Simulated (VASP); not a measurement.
Write the native input for VASP 6.6.1 that does the following.

```yaml
Task: relaxation of cell and atoms
Functional: PBE
Potentials_or_basis: VASP PAW PBE potentials, release 64 (Ta_pv, Si)
Cutoff: 600 eV
k_mesh: 18 × 18 × 8
Occupations: gaussian, width 0.1 eV
Spin: no spin polarisation
Dipole_correction: no
Further_INCAR_settings: ALGO = Normal; EDIFF = 1e-07; IBRION = 2; EDIFFG = -0.01; NSW = 100; ISIF = 3
```

The structure of TaSi2 lies in POSCAR:

```
TaSi2
1.0
    2.9516506259      0.0000000000      0.0000000000
   -1.4758253130      2.5562044251      0.0000000000
    0.0000000000      0.0000000000      6.1524921706
Ta Si
1 2
Direct
    0.0000000000      0.0000000000      0.0000000000
    0.3333333333      0.6666666667      0.3425559830
    0.6666666667      0.3333333333      0.6574440170
```

These files were run (other wordings do the same):

INCAR

```
SYSTEM = TaSi2
  PREC = Accurate
  ENCUT = 600
  EDIFF = 1E-7
  ISMEAR = 0
  SIGMA = 0.1
  LREAL = .False.
  LASPH = .True.
  NELM = 80
  ALGO = Normal
  ISIF = 3
  LWAVE = .False.
  LCHARG = .False.
  GGA = PE
  IBRION = 2
  NSW = 100
  EDIFFG = -0.01
```

KPOINTS

```
Automatic mesh
0
Gamma
  18 18 8
  0 0 0
```

Potentials or basis: VASP PAW PBE potentials, release 64 (Ta_pv, Si).

The run is started by

```bash
$ cat potpaw_PBE.64/Ta_pv/POTCAR potpaw_PBE.64/Si/POTCAR > POTCAR
$ mpirun -np 1 vasp_std > vasp.out
```

Results of the run:

| Quantity | Value |
| --- | --- |
| Relaxed volume | 15.52 Å³/atom |
| Relaxed cell | a = 2.952 Å, b = 2.952 Å, c = 6.168 Å, α = 90.00°, β = 90.00°, γ = 120.00° |
| Space group after relaxing (to 0.05 Å) | P-3m1 (No. 164) |
| Energy gained by relaxing | 0.7 meV/atom |
| Ionic steps | 5 |
| Pressure after relaxing | 0.0 GPa |

It took 2.8 min on 1 thread of Intel(R) Xeon(R) 6975P-C (Granite Rapids) (shared host), peak memory 0.35 GiB.
